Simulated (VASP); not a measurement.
BN:

```xyz
4
Lattice="2.5029 0.0000 0.0000 -1.2514 2.1675 0.0000 0.0000 0.0000 4.2269" Properties=species:S:1:pos:R:3 pbc="T T T"
B     1.2514    0.7225    4.2257
B     0.0000    1.4450    2.1123
N     1.2514    0.7225    2.6430
N     0.0000    1.4450    0.5295
```

This cell differs from its parent crystal: strain -0.0200 x Voigt [1, 1, 0, 0, 0, 0].

Base run:

* Program: VASP 6.6.1
* Functional: r2SCAN
* Potentials or basis: VASP PAW PBE potentials, release 64 (B, N)
* Cutoff: 520 eV
* k mesh: 12 × 12 × 6
* Occupations: gaussian, width 0.05 eV
* Spin: no spin polarisation

Its results: band gap on the k mesh 5.59 eV, indirect (least direct gap 8.76 eV); pressure 12.9 GPa; largest force 0.021 eV/Å.

The run is repeated on the same cell with these changes: potentials or basis from VASP PAW PBE potentials, release 64 (B, N) to VASP PAW PBE potentials, release 64 (B_h, N_h); cutoff from 520 eV to 910 eV. What comes out?

Band gap on the k mesh 5.60 eV, indirect (least direct gap 8.78 eV); pressure 11.1 GPa; largest force 0.011 eV/Å.

Caveats: the PAW data sets were made with another functional, which shifts forces and pressure a little; the cutoff is under 1.25 times the usual one of these potentials, so pressure, stress and relaxed cells hold a basis-set (Pulay) error (some runs).

A k mesh can miss the band edges.
